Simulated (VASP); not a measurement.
Input of a VASP 6.6.1 run:

Contents of INCAR:

```
PREC = Accurate
ENCUT = 520
EDIFF = 1E-6
ISMEAR = 0
SIGMA = 0.1
LREAL = F
LASPH = T
NELM = 100
ALGO = Normal
ISIF = 2
LWAVE = F
LCHARG = F
GGA = PE
NBANDS = 22
```

File KPOINTS:

```
regular mesh
0
Gamma
  4 4 5
```

Contents of POSCAR:

```
H3C2
1.0
    3.6316850000      3.2747500000      0.0000000000
    3.6316850000     -3.2747500000      0.0000000000
    0.7933020000      0.0000000000     -4.0609400000
C H
4 6
Direct
    0.0787000000      0.0787000000      0.9161000000
    0.9213000000      0.9213000000      0.0839000000
    0.2732000000      0.2732000000      0.7190000000
    0.7268000000      0.7268000000      0.2810000000
    0.2700000000      0.2700000000      0.4525000000
    0.7300000000      0.7300000000      0.5475000000
    0.4854000000      0.2170000000      0.7719000000
    0.7830000000      0.5146000000      0.2281000000
    0.5146000000      0.7830000000      0.2281000000
    0.2170000000      0.4854000000      0.7719000000
```

Potentials or basis: VASP PAW PBE potentials, release 64 (C, H).

Run with:

```sh
$ cat potpaw_PBE.64/C/POTCAR potpaw_PBE.64/H/POTCAR > POTCAR
$ mpirun -np 1 vasp_std > vasp.out
```

(1) What does it give for the pressure?

(2) Estimate the band gap on the k mesh.

(3) Predict the largest force.

Results:

(1) -0.9 GPa.

(2) 4.77 eV (least direct gap 5.20 eV).

(3) 1.137 eV/Å.

Caveat: this functional lacks dispersion, which holds the molecules together, so the pressure and a relaxed volume are unreliable; an odd mesh through Γ misses points on the zone boundary, where band edges can lie; forces of over 1 eV/Å act on the atoms, so gaps and moduli don't describe the material at rest.
